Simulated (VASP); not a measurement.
# TiSn (Fm-3m) in VASP: a series of runs

TiSn is run at these levels: PBE; tasks: single point.

Program: VASP 6.6.1. These are calculated values, not measurements. Logs are shortened: lines on timing, memory, paths and dates and some standing lists are left out, and cuts for length are marked.

## (1) The cell of the first run

It takes space group Fm-3m (No. 225, cubic). The conventional cell has a = 5.296 Å, b = 5.296 Å, c = 5.296 Å, α = 90.00°, β = 90.00°, γ = 90.00°. Within 3.5 Å of Ti (site symmetry m-3m) lie 6 Sn at 2.65 Å. Within 3.5 Å of Sn (site symmetry m-3m) lie 6 Ti at 2.65 Å.

## (2) Single point, PBE

Contents of INCAR:

```
PREC = Accurate ; ENCUT = 520
EDIFF = 1E-6 ; ISMEAR = -1
SIGMA = 0.05 ; LREAL = False
LASPH = True ; NELM = 80
ALGO = Fast ; ISIF = 2
LWAVE = False ; LCHARG = True
GGA = PE ; LELF = True
LVHAR = True ; NBANDS = 20
```

Contents of KPOINTS:

```
regular mesh
0
Gamma
  8 8 8
```

Contents of POSCAR:

```
TiSn
1.0
    0.0000000000      2.6481114440      2.6481114440
    2.6481114440      0.0000000000      2.6481114440
    2.6481114440      2.6481114440      0.0000000000
Ti Sn
1 1
Direct
    0.0000000000      0.0000000000      0.0000000000
    0.5000000000      0.5000000000      0.5000000000
```

Potentials or basis: VASP PAW PBE potentials, release 64 (Ti_sv, Sn_d).

Run with:

```bash
$ cat potpaw_PBE.64/Ti_sv/POTCAR potpaw_PBE.64/Sn_d/POTCAR > POTCAR
$ mpirun -np 1 vasp_std > vasp.out
```

OUTCAR:

```text
PREC = Accurate
   ENCUT = 520
   EDIFF = 1E-6
   ISMEAR = -1
   LREAL = False
   LASPH = True
   NELM = 80
   ISIF = 2
   GGA = PE

 ion  position               nearest neighbor table
   1  0.000  0.000  0.000-   2 2.65   2 2.65   2 2.65   2 2.65   2 2.65   2 2.65
   2  0.500  0.500  0.500-   1 2.65   1 2.65   1 2.65   1 2.65   1 2.65   1 2.65

  LATTYP: Found a face centered cubic cell.
 ALAT       =     5.2962228880

  Lattice vectors:

 A1 = (   0.0000000000,   2.6481114440,   2.6481114440)
 A2 = (   2.6481114440,   0.0000000000,   2.6481114440)
 A3 = (   2.6481114440,   2.6481114440,   0.0000000000)

Analysis of symmetry for initial positions (statically):
=====================================================================
 Subroutine PRICEL returns:
 Original cell was already a primitive cell.

 Routine SETGRP: Setting up the symmetry group for a
 face centered cubic supercell.

 Subroutine GETGRP returns: Found 48 space group operations
 (whereof 48 operations were pure point group operations)
 out of a pool of 48 trial point group operations.

The static configuration has the point symmetry O_h .

Analysis of symmetry for dynamics (positions and initial velocities):
=====================================================================
 Subroutine PRICEL returns:
 Original cell was already a primitive cell.

 Routine SETGRP: Setting up the symmetry group for a
 face centered cubic supercell.

 Subroutine GETGRP returns: Found 48 space group operations
 (whereof 48 operations were pure point group operations)
 out of a pool of 48 trial point group operations.

The dynamic configuration has the point symmetry O_h .

 Subroutine INISYM returns: Found 48 space group operations
 (whereof 48 operations are pure point group operations),
 and found     1 'primitive' translations

----------------------------------------------------------------------------------------

                                     Primitive cell

  volume of cell :      37.1397

  direct lattice vectors                    reciprocal lattice vectors
     0.000000000  2.648111444  2.648111444    -0.188813806  0.188813806  0.188813806
     2.648111444  0.000000000  2.648111444     0.188813806 -0.188813806  0.188813806
     2.648111444  2.648111444  0.000000000     0.188813806  0.188813806 -0.188813806

  length of vectors
     3.744995119  3.744995119  3.744995119     0.327035105  0.327035105  0.327035105

  position of ions in fractional coordinates (direct lattice)
     0.000000000  0.000000000  0.000000000
     0.500000000  0.500000000  0.500000000

  ion indices of the primitive-cell ions
   primitive index   ion index
                 1           1
                 2           2

----------------------------------------------------------------------------------------

 KPOINTS: regular mesh

Automatic generation of k-mesh.
 Grid dimensions read from file:
 generate k-points for:    8    8    8

 Generating k-lattice:

  Cartesian coordinates                     Fractional coordinates (reciprocal lattice)
    -0.023601726  0.023601726  0.023601726     0.125000000  0.000000000  0.000000000
     0.023601726 -0.023601726  0.023601726     0.000000000  0.125000000  0.000000000
     0.023601726  0.023601726 -0.023601726     0.000000000  0.000000000  0.125000000

  Length of vectors
     0.040879388  0.040879388  0.040879388

  Shift w.r.t. Gamma in fractional coordinates (k-lattice)
     0.000000000  0.000000000  0.000000000

 Subroutine IBZKPT returns following result:
 ===========================================

 Found     29 irreducible k-points:

 Following reciprocal coordinates:
            Coordinates               Weight
  0.000000  0.000000  0.000000      1.000000
  0.125000  0.000000  0.000000      8.000000
  0.250000  0.000000  0.000000      8.000000
  0.375000  0.000000  0.000000      8.000000
  0.500000  0.000000  0.000000      4.000000
  0.125000  0.125000  0.000000      6.000000
[... 16 lines left out ...]
  0.500000  0.250000  0.125000     48.000000
 -0.375000  0.250000  0.125000     24.000000
 [... further k-points ...]
   k-points           NKPTS =     29   k-points in BZ     NKDIM =     29   number of bands    NBANDS=     20
   number of dos      NEDOS =    301   number of ions     NIONS =      2
   total plane-waves  NPLWV =  21952
   dimension x,y,z NGX =    28 NGY =   28 NGZ =   28
   dimension x,y,z NGXF=    56 NGYF=   56 NGZF=   56
   ions per type =               1   1
   NGX,Y,Z   is equivalent  to a cutoff of  12.43, 12.43, 12.43 a.u.
   NGXF,Y,Z  is equivalent  to a cutoff of  24.86, 24.86, 24.86 a.u.
 SYSTEM =  unknown system
   PREC   = accura    normal or accurate (medium, high low for compatibility)
   ISTART =      0    job   : 0-new  1-cont  2-samecut
   ICHARG =      2    charge: 1-file 2-atom 10-const
   ISPIN  =      1    spin polarized calculation?
   LNONCOLLINEAR =      F non collinear calculations
   LSORBIT =      F    spin-orbit coupling
   LASPH  =      T    aspherical Exc in radial PAW
   ENCUT  =  520.0 eV  38.22 Ry    6.18 a.u.   6.96  6.96  6.96*2*pi/ulx,y,z
   NELM   =     80;   NELMIN=  2; NELMDL= -5     # of ELM steps
   EDIFF  = 0.1E-05   stopping-criterion for ELM
   LREAL  =      F    real-space projection
   EDIFFG = 0.1E-04   stopping-criterion for IOM
   NSW    =      0    number of steps for IOM
   IBRION =     -1    ionic relax: 0-MD 1-quasi-New 2-CG
   NFREE  =      0    steps in history (QN), initial steepest desc. (CG)
   ISIF   =      2    stress and relaxation
   ISYM   =      2    0-nonsym 1-usesym 2-fastsym
   POTIM  = 0.5000    time-step for ionic-motion
   TEBEG  =    0.0;   TEEND  =   0.0 temperature during run
   PSTRESS=    0.0 pullay stress
   NELECT =      26.0000    total number of electrons
   NUPDOWN=      -1.0000    fix difference up-down
   EMIN   =  10.00;   EMAX   =-10.00  energy-range for DOS
   EFERMI =   0.00;   METHOD = LEGACY
   ISMEAR =    -1;   SIGMA  =   0.05  broadening in eV -4-tet -1-fermi 0-gaus
   EFERMI_NEDOS =   21; number of points for ismear=-14 and -15
   IALGO  =     68    algorithm
   IMIX   =      4    mixing-type and parameters
     AMIX     =   0.40;   BMIX     =  1.00
     AMIX_MAG =   1.60;   BMIX_MAG =  1.00
  volume/ion in A,a.u.               =      18.57       125.32
  Fermi-wavevector in a.u.,A,eV,Ry     =   1.453627  2.746957 28.749544  2.113032
  Thomas-Fermi vector in A             =   2.570872
   LORBIT       =      0    0 simple, 1 ext, 2 COOP (PROOUT), +10 PAW based schemes
   GGA     = PE    functional components
   LHFCALC =     F    Hartree Fock is set to
   AEXX    =    0.0000 exact exchange contribution
   IVDW    =     0    specifies the selected vdW correction
   LEPSILON=     F    determine dielectric tensor
   LRPA    =     F    only Hartree local field effects (RPA)
 non-spin polarized calculation
 RMM-DIIS sequential band-by-band and
  energy-cutoff  :      520.00
  volume of cell :       37.14
 maximum number of plane-waves:      1012
   NGX = 13   NGY = 13   NGZ = 13

 number of electron      26.0000001 magnetization

 Free energy of the ion-electron system (eV)
  ---------------------------------------------------
  ext. energy  EPLUGINS =         0.00000000
  ---------------------------------------------------
  free energy    TOTEN  =       -11.43755435 eV

  energy without entropy =      -11.43171612  energy(sigma->0) =      -11.43463524

 E-fermi :  10.2499     XC(G=0): -11.6484

 val. band max:       10.1876906451   @ k =   0.1250   0.1250   0.0000
 cond. band min:      10.2687823081   @ k =   0.3750   0.3750   0.0000
 fundamental gap:      0.0810916630
 Fermi energy:        10.2499302263

 k-point     1 :       0.0000    0.0000    0.0000
  band No.  band energies     occupation
      1     -46.7258      2.00000
      2     -23.0237      2.00000
      3     -23.0237      2.00000
      4     -23.0237      2.00000
      5     -10.8206      2.00000
      6     -10.8206      2.00000
[... 12 lines left out ...]
     19      18.0737      0.00000
     20      21.3135      0.00000

 k-point     2 :       0.1250    0.0000    0.0000
  band No.  band energies     occupation
      1     -46.7250      2.00000
      2     -23.0343      2.00000
      3     -23.0268      2.00000
      4     -23.0268      2.00000
      5     -10.8102      2.00000
      6     -10.8102      2.00000
[... 12 lines left out ...]
     19      18.1620      0.00000
     20      21.0314      0.00000

 k-point     3 :       0.2500    0.0000    0.0000
  band No.  band energies     occupation
      1     -46.7230      2.00000
      2     -23.0596      2.00000
      3     -23.0344      2.00000
      4     -23.0344      2.00000
      5     -10.7864      2.00000
      6     -10.7864      2.00000
[... 12 lines left out ...]
     19      17.6625      0.00000
     20      20.2667      0.00000

 k-point     4 :       0.3750    0.0000    0.0000
  band No.  band energies     occupation
      1     -46.7210      2.00000
      2     -23.0848      2.00000
      3     -23.0419      2.00000
      4     -23.0419      2.00000
      5     -10.7645      2.00000
      6     -10.7645      2.00000
[... 12 lines left out ...]
     19      17.1714      0.00000
     20      18.9087      0.00000

 k-point     5 :       0.5000    0.0000    0.0000
  band No.  band energies     occupation
      1     -46.7201      2.00000
      2     -23.0952      2.00000
      3     -23.0450      2.00000
      4     -23.0450      2.00000
      5     -10.7560      2.00000
      6     -10.7560      2.00000
[... 12 lines left out ...]
     19      18.0108      0.00000
     20      18.0109      0.00000

 k-point     6 :       0.1250    0.1250    0.0000
  band No.  band energies     occupation
      1     -46.7247      2.00000
      2     -23.0378      2.00000
      3     -23.0274      2.00000
      4     -23.0273      2.00000
      5     -10.8150      2.00000
      6     -10.8016      2.00000
[... 12 lines left out ...]
     19      18.2383      0.00000
     20      20.6527      0.00000

 k-point     7 :       0.2500    0.1250    0.0000
  band No.  band energies     occupation
      1     -46.7231      2.00000
      2     -23.0557      2.00000
      3     -23.0340      2.00000
      4     -23.0330      2.00000
      5     -10.8013      2.00000
      6     -10.7837      2.00000
[... 12 lines left out ...]
     19      18.4574      0.00000
     20      19.0101      0.00000
[... 277 lines left out ...]
 k-point    20 :      -0.3750    0.3750    0.0000
  band No.  band energies     occupation
      1     -46.7191      2.00000
      2     -23.0731      2.00000
      3     -23.0654      2.00000
      4     -23.0487      2.00000
      5     -10.8062      2.00000
      6     -10.7617      2.00000
[... 12 lines left out ...]
     19      17.3596      0.00000
     20      20.6323      0.00000

 k-point    21 :       0.5000    0.5000    0.0000
  band No.  band energies     occupation
      1     -46.7191      2.00000
      2     -23.0828      2.00000
      3     -23.0477      2.00000
      4     -23.0477      2.00000
      5     -10.8223      2.00000
      6     -10.7828      2.00000
[... 12 lines left out ...]
     19      16.3509      0.00000
     20      18.6614      0.00000

 k-point    22 :       0.3750    0.2500    0.1250
  band No.  band energies     occupation
      1     -46.7216      2.00000
      2     -23.0693      2.00000
      3     -23.0405      2.00000
      4     -23.0397      2.00000
      5     -10.7943      2.00000
      6     -10.7700      2.00000
[... 12 lines left out ...]
     19      18.6138      0.00000
     20      18.9251      0.00000

 k-point    23 :       0.5000    0.2500    0.1250
  band No.  band energies     occupation
      1     -46.7201      2.00000
      2     -23.0801      2.00000
      3     -23.0505      2.00000
      4     -23.0458      2.00000
      5     -10.7869      2.00000
      6     -10.7577      2.00000
[... 12 lines left out ...]
     19      18.4778      0.00000
     20      19.9257      0.00000

 k-point    24 :      -0.3750    0.2500    0.1250
  band No.  band energies     occupation
      1     -46.7195      2.00000
      2     -23.0838      2.00000
      3     -23.0553      2.00000
      4     -23.0483      2.00000
      5     -10.7836      2.00000
      6     -10.7535      2.00000
[... 12 lines left out ...]
     19      18.1233      0.00000
     20      19.7676      0.00000

 [... further k-points ...]
[... 5 lines left out ...]
  --------------------------------------------------------------------------------------
  -------------------------------------------------------------------------------------
  Total        4.6387969      4.6387969      4.6387969      0.0000000      0.0000000     -0.0000000
  in kB      200.1138610    200.1138610    200.1138610      0.0000000      0.0000000     -0.0000000
  external PRESSURE =     200.1138610 kB  Pullay stress =       0.0000000 kB

 VOLUME and BASIS-vectors are now :
 -----------------------------------------------------------------------------
  energy-cutoff  :      520.00
  volume of cell :       37.14
      direct lattice vectors                 reciprocal lattice vectors
     0.000000000  2.648111444  2.648111444    -0.188813806  0.188813806  0.188813806
     2.648111444  0.000000000  2.648111444     0.188813806 -0.188813806  0.188813806
     2.648111444  2.648111444  0.000000000     0.188813806  0.188813806 -0.188813806

 POSITION                                       TOTAL-FORCE (eV/Angst)
 -----------------------------------------------------------------------------------
      0.00000      0.00000      0.00000         0.000000      0.000000      0.000000
      2.64811      2.64811      2.64811        -0.000000     -0.000000     -0.000000
 -----------------------------------------------------------------------------------
    total drift:                                0.000000      0.000000      0.000000

  FREE ENERGIE OF THE ION-ELECTRON SYSTEM (eV)
  ---------------------------------------------------
  free  energy   TOTEN  =       -11.4375543488 eV

  energy  without entropy=      -11.4317161246  energy(sigma->0) =      -11.43463524
```

Wall time 32 s (1 thread of AMD EPYC 9R45 (Zen 5), shared host); peak memory 0.13 GiB.

What came out:

```
Free energy            : -11.4376 eV
Pressure               : 20.0 GPa
Band gap on the k mesh : zero (band 13 reaches 10.60 eV, above the bottom of band 14 at 10.06 eV)
```

Caveat: spin-orbit coupling is left out, which moves the levels of the heavy elements.

## (3) Single point, PBE

This run uses another cell than the first one, of 19.92 Å³/atom, 1.073 times its volume.

Contents of INCAR:

```
PREC = Accurate
ENCUT = 520
EDIFF = 1E-6
ISMEAR = -1
SIGMA = 0.05
LREAL = F
LASPH = T
NELM = 80
ALGO = Normal
ISIF = 2
LWAVE = F
LCHARG = F
GGA = PE
NBANDS = 20
```

KPOINTS is that of step 2.

Contents of POSCAR:

```
TiSn
1.0
    0.0000000000      2.7109779996      2.7109779996
    2.7109779996      0.0000000000      2.7109779996
    2.7109779996      2.7109779996      0.0000000000
Ti Sn
1 1
Direct
    0.0000000000      0.0000000000      0.0000000000
    0.5000000000      0.5000000000      0.5000000000
```

Potentials or basis: VASP PAW PBE potentials, release 64 (Ti_sv, Sn_d).

Run with:

```bash
$ cat potpaw_PBE.64/Ti_sv/POTCAR potpaw_PBE.64/Sn_d/POTCAR > POTCAR
$ mpirun -np 1 vasp_std > vasp.out
```

It took 16 s on 1 thread of AMD EPYC 9R45 (Zen 5), shared host; peak memory 0.15 GiB.

It converged, with:

```
Free energy            : -11.6881 eV
Pressure               : 10.1 GPa
Band gap on the k mesh : zero (band 13 reaches 9.62 eV, above the bottom of band 14 at 9.17 eV)
```

Levels at points of the mesh, in eV from the Fermi level:
```tsv
k point	band 11	band 12	band 13	band 14	band 15	band 16
(0.00, 0.00, 0.00)	0.09	0.09	0.09	0.56	0.56	3.77
(0.50, 0.00, 0.00)	-4.99	-1.59	-1.59	1.10	1.10	1.66
(0.50, 0.50, 0.00)	-3.64	-1.16	0.27	0.27	1.03	1.48
```

Caveat: spin-orbit coupling is left out, which moves the levels of the heavy elements.

## (4) Single point, PBE

This run uses another cell than the first one, of 20.82 Å³/atom, 1.121 times its volume.

Contents of INCAR:

```
SYSTEM = TiSn
  ALGO = Fast
  EDIFF = 1E-6
  ENCUT = 520
  GGA = PE
  ISIF = 2
  ISMEAR = -1
  LASPH = .TRUE.
  LCHARG = .FALSE.
  LREAL = .FALSE.
  LWAVE = .FALSE.
  NBANDS = 20
  NELM = 100
  PREC = Accurate
  SIGMA = 0.05
```

Contents of KPOINTS:

```
k-points
0
G
  8 8 8
  0 0 0
```

Contents of POSCAR:

```
TiSn
1.0
    0.0000000000      2.7512131183      2.7512131183
    2.7512131183      0.0000000000      2.7512131183
    2.7512131183      2.7512131183      0.0000000000
Ti Sn
1 1
Direct
    0.0000000000      0.0000000000      0.0000000000
    0.5000000000      0.5000000000      0.5000000000
```

Run with:

```bash
$ cat potpaw_PBE.64/Ti_sv/POTCAR potpaw_PBE.64/Sn_d/POTCAR > POTCAR
$ mpirun -np 1 vasp_std > vasp.out
```

Run time: 39 s. Hardware: 1 thread of AMD EPYC 9R45 (Zen 5), shared host; peak memory 0.14 GiB.

Results (log left out):

| Item | Value |
| --- | --- |
| Free energy | -11.7722 eV |
| Pressure | 5.0 GPa |
| Band gap on the k mesh | zero (band 13 reaches 9.04 eV, above the bottom of band 14 at 8.64 eV) |

Levels at points of the mesh, in eV from the Fermi level:
```
           k point  band 9  band 10  band 11  band 12  band 13  band 14  band 15  band 16  band 17  band 18
(0.00, 0.00, 0.00)  -20.85    -9.96     0.10     0.10     0.10     0.51     0.51     3.57     3.57     3.57
(0.50, 0.00, 0.00)  -20.81    -7.13    -4.81    -1.52    -1.52     1.04     1.04     1.55     5.54     6.68
(0.50, 0.50, 0.00)  -20.79    -7.07    -3.52    -1.07     0.23     0.23     0.95     1.40     1.40     2.26
```

Caveat: spin-orbit coupling is left out, which moves the levels of the heavy elements.

## (5) Single point, PBE

This run uses another cell than the first one, of 21.47 Å³/atom, 1.156 times its volume.

Contents of INCAR:

```
SYSTEM = TiSn
PREC     = Accurate       ! precision mode
ENCUT    = 520            ! plane-wave cutoff, eV
EDIFF    = 1E-6           ! SCF threshold, eV
ISMEAR   = -1             ! smearing method
SIGMA    = 0.05           ! smearing width, eV
LREAL    = .FALSE.        ! projectors in reciprocal space
LASPH    = .TRUE.         ! aspherical terms in the spheres
NELM     = 60             ! most SCF steps
ALGO     = Normal         ! electronic algorithm
ISIF     = 2              ! what is computed and relaxed
LWAVE    = .FALSE.        ! write WAVECAR
LCHARG   = .FALSE.        ! write CHGCAR
GGA      = PE             ! functional
NBANDS   = 20             ! bands
```

Contents of KPOINTS:

```
regular mesh
0
G
  8 8 8
  0 0 0
```

Contents of POSCAR:

```
TiSn
1.0
    0.0000000000      2.7792808910      2.7792808910
    2.7792808910      0.0000000000      2.7792808910
    2.7792808910      2.7792808910      0.0000000000
Ti Sn
1 1
Direct
    0.0000000000      0.0000000000      0.0000000000
    0.5000000000      0.5000000000      0.5000000000
```

Run with:

```bash
$ cat potpaw_PBE.64/Ti_sv/POTCAR potpaw_PBE.64/Sn_d/POTCAR > POTCAR
$ mpirun -np 1 vasp_std > vasp.out
```

It took 17 s on 1 thread of AMD EPYC 9R45 (Zen 5), shared host; peak memory 0.15 GiB.

It converged, with:

* Free energy: -11.8005 eV
* Pressure: 2.0 GPa
* Band gap on the k mesh: zero (band 13 reaches 8.65 eV, above the bottom of band 14 at 8.29 eV)

Levels at points of the mesh, in eV from the Fermi level:
| k point | band 9 | band 10 | band 11 | band 12 | band 13 | band 14 | band 15 | band 16 | band 17 | band 18 |
| --- | --- | --- | --- | --- | --- | --- | --- | --- | --- | --- |
| (0.00, 0.00, 0.00) | -20.83 | -9.79 | 0.11 | 0.11 | 0.11 | 0.47 | 0.47 | 3.43 | 3.43 | 3.43 |
| (0.50, 0.00, 0.00) | -20.79 | -7.08 | -4.69 | -1.48 | -1.48 | 1.00 | 1.00 | 1.48 | 5.41 | 6.45 |
| (0.50, 0.50, 0.00) | -20.77 | -7.00 | -3.43 | -1.01 | 0.20 | 0.20 | 0.89 | 1.34 | 1.34 | 2.13 |

Caveat: spin-orbit coupling is left out, which moves the levels of the heavy elements.

## (6) Overview

```tsv
cell	gap on the mesh (eV)	pressure (GPa)
a = 3.745 Å, angles 60.0°, 2 atoms	none	20.0
a = 3.834 Å, angles 60.0°, 2 atoms	none	10.1
a = 3.891 Å, angles 60.0°, 2 atoms	none	5.0
a = 3.930 Å, angles 60.0°, 2 atoms	none	2.0
```

Alike in all rows: task single point; level PBE; potentials or basis VASP PAW PBE potentials, release 64 (Ti_sv, Sn_d); no spin polarisation; k mesh 8 × 8 × 8; cutoff (eV) 520; smearing fermi-dirac 0.05 eV.

Caveats: spin-orbit coupling is left out, which moves the levels of the heavy elements.

Total energies depend on the potentials used, so only differences within one code and one set of settings carry meaning.
